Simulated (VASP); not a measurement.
# Hf2H (R-3m) in VASP: a series of runs

Runs on Hf2H. Level: PBE. Tasks: single point, relaxation of cell and atoms.

All numbers are computed with VASP 6.6.1; they aren't measurements. Logs are shortened: lines on timing, memory, paths and dates and some standing lists are left out, and cuts for length are marked.

## (1) The cell of the first run

It takes space group R-3m (No. 166, trigonal). The conventional cell has a = 5.449 Å, b = 5.449 Å, c = 5.579 Å, α = 90.00°, β = 90.00°, γ = 120.00°. Hf (site symmetry 3m) has 1 H at 1.54 Å within 2.1 Å. Within 2.1 Å of H (site symmetry -3m) lie 2 Hf at 1.54 Å.

## (2) Single point, PBE

INCAR reads:

```
PREC     = Accurate       # precision mode
ENCUT    = 520            # plane-wave cutoff, eV
EDIFF    = 1E-6           # SCF threshold, eV
ISMEAR   = 0              # smearing method
SIGMA    = 0.1            # smearing width, eV
LREAL    = False          # projectors in reciprocal space
LASPH    = True           # aspherical terms in the spheres
NELM     = 80             # most SCF steps
ALGO     = Normal         # electronic algorithm
ISIF     = 2              # what is computed and relaxed
LWAVE    = False          # write WAVECAR
LCHARG   = False          # write CHGCAR
GGA      = PE             # functional
NBANDS   = 18             # bands
```

KPOINTS reads:

```
Automatic mesh
0
Gamma
  6 6 6
```

POSCAR reads:

```
Hf2H
1.0
    2.7246020800      1.5730497400      1.8595779200
   -2.7246020800      1.5730497400      1.8595779200
    0.0000000000     -3.1460994900      1.8595779200
Hf H
2 1
Direct
    0.7759092600      0.7759092600      0.7759092600
    0.2240907400      0.2240907400      0.2240907400
    0.5000000000      0.5000000000      0.5000000000
```

Potentials or basis: VASP PAW PBE potentials, release 64 (Hf_pv, H).

Run with:

```
cat potpaw_PBE.64/Hf_pv/POTCAR potpaw_PBE.64/H/POTCAR > POTCAR
mpirun -np 1 vasp_std > vasp.out
```

OUTCAR:

```text
PREC = Accurate
   ENCUT = 520
   EDIFF = 1E-6
   ISMEAR = 0
   LREAL = False
   LASPH = True
   NELM = 80
   ISIF = 2
   GGA = PE

 ion  position               nearest neighbor table
   1  0.776  0.776  0.776-   3 1.54   2 2.50   2 3.08   2 3.21   2 3.21   2 3.21   2 3.37   2 3.37
                             2 3.37
   2  0.224  0.224  0.224-   3 1.54   1 2.50   1 3.08   1 3.21   1 3.21   1 3.21   1 3.37   1 3.37
                             1 3.37
   3  0.500  0.500  0.500-   1 1.54   2 1.54

  LATTYP: Found a trigonal (rhomboedric) cell.
 ALAT       =     3.6545823348
 COS(alpha) =    -0.1116310322

  Lattice vectors:

 A1 = (   2.7246020800,   1.5730497400,   1.8595779200)
 A2 = (  -2.7246020800,   1.5730497400,   1.8595779200)
 A3 = (   0.0000000000,  -3.1460994900,   1.8595779200)

Analysis of symmetry for initial positions (statically):
=====================================================================
 Subroutine PRICEL returns:
 Original cell was already a primitive cell.

 Routine SETGRP: Setting up the symmetry group for a
 trigonal (rhombohedral) supercell.

 Subroutine GETGRP returns: Found 12 space group operations
 (whereof 12 operations were pure point group operations)
 out of a pool of 12 trial point group operations.

The static configuration has the point symmetry D_3d.

Analysis of symmetry for dynamics (positions and initial velocities):
=====================================================================
 Subroutine PRICEL returns:
 Original cell was already a primitive cell.

 Routine SETGRP: Setting up the symmetry group for a
 trigonal (rhombohedral) supercell.

 Subroutine GETGRP returns: Found 12 space group operations
 (whereof 12 operations were pure point group operations)
 out of a pool of 12 trial point group operations.

The dynamic configuration has the point symmetry D_3d.

 Subroutine INISYM returns: Found 12 space group operations
 (whereof 12 operations are pure point group operations),
 and found     1 'primitive' translations

----------------------------------------------------------------------------------------

                                     Primitive cell

  volume of cell :      47.8202

  direct lattice vectors                    reciprocal lattice vectors
     2.724602080  1.573049740  1.859577920     0.183513036  0.105951301  0.179252146
    -2.724602080  1.573049740  1.859577920    -0.183513036  0.105951301  0.179252146
[... 81 lines left out ...]
   ISPIN  =      1    spin polarized calculation?
   LNONCOLLINEAR =      F non collinear calculations
   LSORBIT =      F    spin-orbit coupling
   LASPH  =      T    aspherical Exc in radial PAW
   ENCUT  =  520.0 eV  38.22 Ry    6.18 a.u.   6.80  6.80  6.80*2*pi/ulx,y,z
   NELM   =     80;   NELMIN=  2; NELMDL= -5     # of ELM steps
   EDIFF  = 0.1E-05   stopping-criterion for ELM
   LREAL  =      F    real-space projection
   EDIFFG = 0.1E-04   stopping-criterion for IOM
   NSW    =      0    number of steps for IOM
   IBRION =     -1    ionic relax: 0-MD 1-quasi-New 2-CG
   NFREE  =      0    steps in history (QN), initial steepest desc. (CG)
   ISIF   =      2    stress and relaxation
   ISYM   =      2    0-nonsym 1-usesym 2-fastsym
   POTIM  = 0.5000    time-step for ionic-motion
   TEBEG  =    0.0;   TEEND  =   0.0 temperature during run
   PSTRESS=    0.0 pullay stress
   NELECT =      21.0000    total number of electrons
   NUPDOWN=      -1.0000    fix difference up-down
   EMIN   =  10.00;   EMAX   =-10.00  energy-range for DOS
   EFERMI =   0.00;   METHOD = LEGACY
   ISMEAR =     0;   SIGMA  =   0.10  broadening in eV -4-tet -1-fermi 0-gaus
   EFERMI_NEDOS =   21; number of points for ismear=-14 and -15
   IALGO  =     38    algorithm
   IMIX   =      4    mixing-type and parameters
     AMIX     =   0.40;   BMIX     =  1.00
     AMIX_MAG =   1.60;   BMIX_MAG =  1.00
  volume/ion in A,a.u.               =      15.94       107.57
  Fermi-wavevector in a.u.,A,eV,Ry     =   1.244355  2.351489 21.067516  1.548419
  Thomas-Fermi vector in A             =   2.378625
   LORBIT       =      0    0 simple, 1 ext, 2 COOP (PROOUT), +10 PAW based schemes
   GGA     = PE    functional components
   LHFCALC =     F    Hartree Fock is set to
   AEXX    =    0.0000 exact exchange contribution
   IVDW    =     0    specifies the selected vdW correction
   LEPSILON=     F    determine dielectric tensor
   LRPA    =     F    only Hartree local field effects (RPA)
 non-spin polarized calculation
 Gauss-broadening in eV      SIGMA  =   0.10
  energy-cutoff  :      520.00
  volume of cell :       47.82
 maximum number of plane-waves:      1306
   NGX = 13   NGY = 13   NGZ = 13

 number of electron      20.9999996 magnetization

 Free energy of the ion-electron system (eV)
  ---------------------------------------------------
  ext. energy  EPLUGINS =         0.00000000
  ---------------------------------------------------
  free energy    TOTEN  =       -20.85120937 eV

  energy without entropy =      -20.83562580  energy(sigma->0) =      -20.84341758

 E-fermi :   4.0292     XC(G=0): -11.1086

 val. band max:        4.0211414990   @ k =  -0.3333   0.3333   0.0000
 cond. band min:       4.0388566489   @ k =   0.5000   0.3333  -0.0000
 fundamental gap:      0.0177151500
 Fermi energy:         4.0291648974

 k-point     1 :       0.0000    0.0000    0.0000
  band No.  band energies     occupation
      1     -27.4190      2.00000
      2     -26.0071      2.00000
      3     -26.0071      2.00000
      4     -25.8893      2.00000
      5     -25.8893      2.00000
      6     -25.4560      2.00000
[... 481 lines left out ...]
      5     -25.8205      2.00000
      6     -25.7844      2.00000
[... 10 lines left out ...]
     17      10.6599      0.00000
     18      11.0522      0.00000

 [... further k-points ...]
[... 5 lines left out ...]
  --------------------------------------------------------------------------------------
  -------------------------------------------------------------------------------------
  Total       -2.4325327     -2.4325327     17.6009515      0.0000000     -0.0000000     -0.0000000
  in kB      -81.5000933    -81.5000932    589.7060159      0.0000000     -0.0000011     -0.0000000
  external PRESSURE =     142.2352765 kB  Pullay stress =       0.0000000 kB

 VOLUME and BASIS-vectors are now :
 -----------------------------------------------------------------------------
  energy-cutoff  :      520.00
  volume of cell :       47.82
      direct lattice vectors                 reciprocal lattice vectors
     2.724602080  1.573049740  1.859577920     0.183513036  0.105951301  0.179252146
    -2.724602080  1.573049740  1.859577920    -0.183513036  0.105951301  0.179252146
     0.000000000 -3.146099490  1.859577920     0.000000000 -0.211902602  0.179252146

 POSITION                                       TOTAL-FORCE (eV/Angst)
 -----------------------------------------------------------------------------------
      0.00000     -0.00000      4.32859         0.000000     -0.000000      1.120694
      0.00000     -0.00000      1.25014         0.000000      0.000000     -1.120694
      0.00000     -0.00000      2.78937        -0.000000      0.000000     -0.000000
 -----------------------------------------------------------------------------------
    total drift:                                0.000000      0.000000     -0.000000

  FREE ENERGIE OF THE ION-ELECTRON SYSTEM (eV)
  ---------------------------------------------------
  free  energy   TOTEN  =       -20.8512093700 eV

  energy  without entropy=      -20.8356257996  energy(sigma->0) =      -20.84341758
```

OSZICAR:

```text
N       E                     dE             d eps       ncg     rms          rms(c)
DAV:   1     0.573052618903E+02    0.57305E+02   -0.11237E+04  1152   0.108E+03
DAV:   2    -0.200412058537E+02   -0.77346E+02   -0.75474E+02  1438   0.256E+02
DAV:   3    -0.224538614817E+02   -0.24127E+01   -0.23916E+01  1450   0.302E+01
DAV:   4    -0.224730211797E+02   -0.19160E-01   -0.19152E-01  1438   0.323E+00
DAV:   5    -0.224731896954E+02   -0.16852E-03   -0.16851E-03  1376   0.276E-01    0.732E+01
DAV:   6    -0.211495312719E+02    0.13237E+01   -0.18425E+00  1202   0.768E+00    0.418E+01
DAV:   7    -0.208797698336E+02    0.26976E+00   -0.16411E+00  1330   0.715E+00    0.541E+00
DAV:   8    -0.208528908140E+02    0.26879E-01   -0.20015E-01  1202   0.252E+00    0.176E+00
DAV:   9    -0.208518597779E+02    0.10310E-02   -0.12326E-02  1252   0.700E-01    0.671E-01
DAV:  10    -0.208512066871E+02    0.65309E-03   -0.32251E-03  1304   0.322E-01    0.605E-02
DAV:  11    -0.208512094827E+02   -0.27956E-05   -0.14963E-04  1394   0.823E-02    0.516E-02
DAV:  12    -0.208512083857E+02    0.10971E-05   -0.77973E-06  1372   0.186E-02    0.225E-02
DAV:  13    -0.208512095064E+02   -0.11208E-05   -0.71052E-07   654   0.606E-03    0.120E-02
DAV:  14    -0.208512093700E+02    0.13647E-06   -0.82349E-08   618   0.209E-03
   1 F= -.20851209E+02 E0= -.20843418E+02  d E =-.155836E-01
```

stdout:

```text
POSCAR found type information on POSCAR HfH
 POSCAR found :  2 types and       3 ions
 scaLAPACK will be used
 LDA part: xc-table for (Slater+PW92), standard interpolation
 POSCAR, INCAR and KPOINTS ok, starting setup
 FFT: planning ... GRIDC
 FFT: planning ... GRID_SOFT
 FFT: planning ... GRID
 WAVECAR not read
 entering main loop
```

Run time: 23 s. Hardware: 1 thread of AMD EPYC 7R43 (Zen 3), shared host; peak memory 0.13 GiB.

What came out:

| Quantity | Value |
| --- | --- |
| Free energy | -20.8512 eV |
| Pressure | 14.2 GPa |
| Largest force | 1.121 eV/Å |

Forces on the atoms (eV/Å):
```
Hf   0.000  0.000  1.121
Hf   0.000  0.000 -1.121
H    0.000  0.000  0.000
```

Stress tensor (GPa, compression positive):
```
-8.15  0.00  0.00
 0.00 -8.15  0.00
 0.00  0.00 58.97
```

Levels at points of the mesh, in eV from the Fermi level:
```csv
k point,band 7,band 8,band 9,band 10,band 11,band 12,band 13,band 14
"(0.00, 0.00, 0.00)",-8.05,-3.19,-2.31,-2.31,1.81,1.81,4.78,4.78
"(0.50, 0.00, 0.00)",-5.35,-3.18,-1.07,-0.47,0.06,1.24,2.07,2.88
"(0.50, 0.50, 0.00)",-6.66,-2.79,-1.91,-0.14,0.42,1.85,3.34,3.80
"(0.50, 0.50, 0.50)",-4.89,-0.93,-0.93,-0.52,-0.52,0.47,3.98,4.26
```

Caveat: spin-orbit coupling is left out, which moves the levels of the heavy elements; forces of over 1 eV/Å act on the atoms, so gaps and moduli don't describe the material at rest.

## (3) Single point, PBE

This run uses another cell than the first one, of 16.23 Å³/atom, 1.018 times its volume.

INCAR reads:

```
  PREC = Accurate
  ENCUT = 520
  EDIFF = 1E-6
  ISMEAR = 0
  SIGMA = 0.1
  LREAL = F
  LASPH = T
  NELM = 60
  ALGO = Normal
  ISIF = 2
  LWAVE = F
  LCHARG = F
  GGA = PE
  NBANDS = 18
```

KPOINTS reads:

```
regular mesh
0
Gamma
  6 6 6
```

POSCAR reads:

```
Hf2H
1.0
    2.4710965983      1.4266882841      2.3024658438
   -2.4710965983      1.4266882841      2.3024658438
    0.0000000000     -2.8533765745      2.3024658400
Hf H
2 1
Direct
    0.7704916604      0.7704916604      0.7704916604
    0.2295083396      0.2295083396      0.2295083396
    0.5000000000      0.5000000000      0.5000000000
```

Potentials or basis: VASP PAW PBE potentials, release 64 (Hf_pv, H).

Run with:

```
cat potpaw_PBE.64/Hf_pv/POTCAR potpaw_PBE.64/H/POTCAR > POTCAR
mpirun -np 1 vasp_std > vasp.out
```

It took 22 s on 1 thread of AMD EPYC 7R43 (Zen 3), shared host; peak memory 0.14 GiB.

The run converged. Its results:

```yaml
Free_energy: -22.5320 eV
Pressure: -0.3 GPa
Largest_force: 0.009 eV/Å
```

Forces on the atoms (eV/Å):
```
Hf   0.000  0.000 -0.009
Hf   0.000  0.000  0.009
H    0.000  0.000  0.000
```

Stress tensor (GPa, compression positive):
```
-0.22  0.00  0.00
 0.00 -0.22  0.00
 0.00  0.00 -0.33
```

Levels at points of the mesh, in eV from the Fermi level:
```csv
k point,band 8,band 9,band 10,band 11,band 12,band 13
"(0.00, 0.00, 0.00)",-2.22,-2.22,-0.51,1.00,1.00,3.75
"(0.50, 0.00, 0.00)",-3.45,-0.63,0.18,0.37,1.61,1.93
"(0.50, 0.50, 0.00)",-3.24,-1.36,-0.40,-0.13,1.26,3.56
"(0.50, 0.50, 0.50)",-0.56,-0.56,-0.48,-0.12,-0.12,2.87
```

Caveat: spin-orbit coupling is left out, which moves the levels of the heavy elements.

## (4) Relaxation of cell and atoms, PBE

INCAR reads:

```
SYSTEM = Hf2H
ALGO = Normal
EDIFF = 1E-6
EDIFFG = -0.04
ENCUT = 600
GGA = PE
IBRION = 2
ISIF = 3
ISMEAR = 0
LASPH = .TRUE.
LCHARG = .FALSE.
LREAL = .FALSE.
LWAVE = .FALSE.
NELM = 80
NSW = 90
PREC = Accurate
SIGMA = 0.1
```

KPOINTS reads:

```
k-points
0
G
  6 6 6
  0 0 0
```

POSCAR reads:

```
Hf2H
1.0
    2.7246020800      1.5730497400      1.8595779200
   -2.7246020800      1.5730497400      1.8595779200
    0.0000000000     -3.1460994900      1.8595779200
Hf H
2 1
Direct
    0.7759092600      0.7759092600      0.7759092600
    0.2240907400      0.2240907400      0.2240907400
    0.5000000000      0.5000000000      0.5000000000
```

Run with:

```
cat potpaw_PBE.64/Hf_pv/POTCAR potpaw_PBE.64/H/POTCAR > POTCAR
mpirun -np 1 vasp_std > vasp.out
```

Wall time 1.9 min (1 thread of AMD EPYC 7R43 (Zen 3), shared host); peak memory 0.15 GiB.

The run converged. Its results:

```yaml
Free_energy: -22.5298 eV
Relaxed_volume: 16.20 Å³/atom
Relaxed_cell: a = 3.664 Å, b = 3.664 Å, c = 3.664 Å, α = 84.85°, β = 84.85°, γ = 84.85°
Space_group_after_relaxing_to_0.05_Å: R-3m (No. 166)
Energy_gained_by_relaxing: 559.0 meV/atom
Ionic_steps: 9
Pressure_after_relaxing: 0.0 GPa
Largest_force_after_relaxing: 0.007 eV/Å
```

Forces in eV/Å, atoms in the order of the input:
```
Hf   0.000  0.000 -0.007
Hf   0.000  0.000  0.007
H    0.000  0.000  0.000
```

Stress tensor (GPa, compression positive):
```
-0.08  0.00  0.00
 0.00 -0.08  0.00
 0.00  0.00  0.08
```

Step by step:
| step | energy change (eV) | largest force (eV/Å) | pressure (GPa) | volume (Å³) |
| --- | --- | --- | --- | --- |
| 1 | 0.0000 | 1.1185 | 14.29 | 47.82 |
| 2 | -1.1841 | 1.5029 | -11.12 | 56.70 |
| 3 | -1.3501 | 1.6078 | -5.01 | 53.63 |
| 4 | -1.3529 | 1.6217 | -5.90 | 54.01 |
| 5 | -1.6519 | 0.3193 | -2.12 | 50.27 |
| 6 | -1.6738 | 0.0685 | -0.44 | 49.10 |
| 7 | -1.6743 | 0.1325 | -0.13 | 48.91 |
| 8 | -1.6765 | 0.0515 | -0.06 | 48.73 |
| 9 | -1.6769 | 0.0068 | -0.03 | 48.61 |

Final structure:
```yaml
crystal:
  lattice:
    - [2.47160, 1.42698, 2.29732]
    - [-2.47160, 1.42698, 2.29732]
    - [0.00000, -2.85396, 2.29732]
  atoms:
    - { symbol: Hf, position: [0.77051, 0.77051, 0.77051] }
    - { symbol: Hf, position: [0.22949, 0.22949, 0.22949] }
    - { symbol: H, position: [0.50000, 0.50000, 0.50000] }
```

Levels at points of the mesh, in eV from the Fermi level:
```
           k point  band 7  band 8  band 9  band 10  band 11  band 12  band 13  band 14
(0.00, 0.00, 0.00)   -7.97   -2.22   -2.22    -0.53     1.02     1.02     3.76     3.99
(0.50, 0.00, 0.00)   -5.75   -3.45   -0.63     0.18     0.37     1.61     1.94     2.22
(0.50, 0.50, 0.00)   -5.53   -3.24   -1.36    -0.40    -0.12     1.25     3.58     4.17
(0.50, 0.50, 0.50)   -5.07   -0.56   -0.56    -0.47    -0.12    -0.12     2.89     4.01
```

Caveat: spin-orbit coupling is left out, which moves the levels of the heavy elements.

## (5) Single point, PBE

This run uses another cell than the first one, of 16.34 Å³/atom, 1.025 times its volume.

INCAR reads:

```
SYSTEM = Hf2H
PREC = Accurate ; ENCUT = 520
EDIFF = 1E-7 ; ISMEAR = 0
SIGMA = 0.1 ; LREAL = .False.
LASPH = .True. ; NELM = 80
ALGO = Normal ; ISIF = 2
LWAVE = .False. ; LCHARG = .True.
GGA = PE ; LELF = .True.
LVHAR = .True. ; NBANDS = 18
```

KPOINTS reads:

```
regular mesh
0
Gamma
  12 12 12
  0 0 0
```

POSCAR reads:

```
Hf2H
1.0
    2.4875116688      1.4361655316      2.2870268737
   -2.4875116688      1.4361655316      2.2870268737
    0.0000000000     -2.8723310632      2.2870268737
Hf H
2 1
Direct
    0.7702078155      0.7702078155      0.7702078155
    0.2297921845      0.2297921845      0.2297921845
    0.5000000000      0.5000000000      0.5000000000
```

Run with:

```
cat potpaw_PBE.64/Hf_pv/POTCAR potpaw_PBE.64/H/POTCAR > POTCAR
mpirun -np 1 vasp_std > vasp.out
```

It took 2 min on 1 thread of AMD EPYC 7R43 (Zen 3), shared host; peak memory 0.24 GiB.

It converged, with:

- Free energy: -22.5352 eV
- Pressure: -0.4 GPa

Stress tensor (GPa, compression positive):
```
-0.43  0.00  0.00
 0.00 -0.43  0.00
 0.00  0.00 -0.23
```

Levels at points of the mesh, in eV from the Fermi level:
```csv
k point,band 8,band 9,band 10,band 11,band 12,band 13
"(0.00, 0.00, 0.00)",-2.20,-2.20,-0.61,1.07,1.07,3.77
"(0.50, 0.00, 0.00)",-3.44,-0.59,0.12,0.36,1.61,1.93
"(0.50, 0.50, 0.00)",-3.22,-1.37,-0.38,-0.08,1.18,3.55
"(0.50, 0.50, 0.50)",-0.59,-0.59,-0.45,-0.16,-0.16,2.85
```

Caveat: spin-orbit coupling is left out, which moves the levels of the heavy elements.

## (6) Overview

```tsv
task	cell	k mesh	cutoff (eV)	gap on the mesh (eV)	pressure (GPa)	largest force (eV/Å)
single point	a = 3.655 Å, angles 96.4°, 3 atoms	6 × 6 × 6	520	none	14.2	1.12
single point	a = 3.666 Å, angles 84.7°, 3 atoms	6 × 6 × 6	520	none	-0.3	0.01
relaxation of cell and atoms	relaxed from a = 3.655 Å, angles 96.4°, 3 atoms	6 × 6 × 6	600	none	0.0	0.01
single point	a = 3.672 Å, angles 85.3°, 3 atoms	12 × 12 × 12	520	none	-0.4	-
```

Alike in all rows: level PBE; potentials or basis VASP PAW PBE potentials, release 64 (Hf_pv, H); no spin polarisation; smearing gaussian 0.1 eV.

Caveats: spin-orbit coupling is left out, which moves the levels of the heavy elements; forces of over 1 eV/Å act on the atoms, so gaps and moduli don't describe the material at rest (some runs).

Total energies depend on the potentials used, so only differences within one code and one set of settings carry meaning.
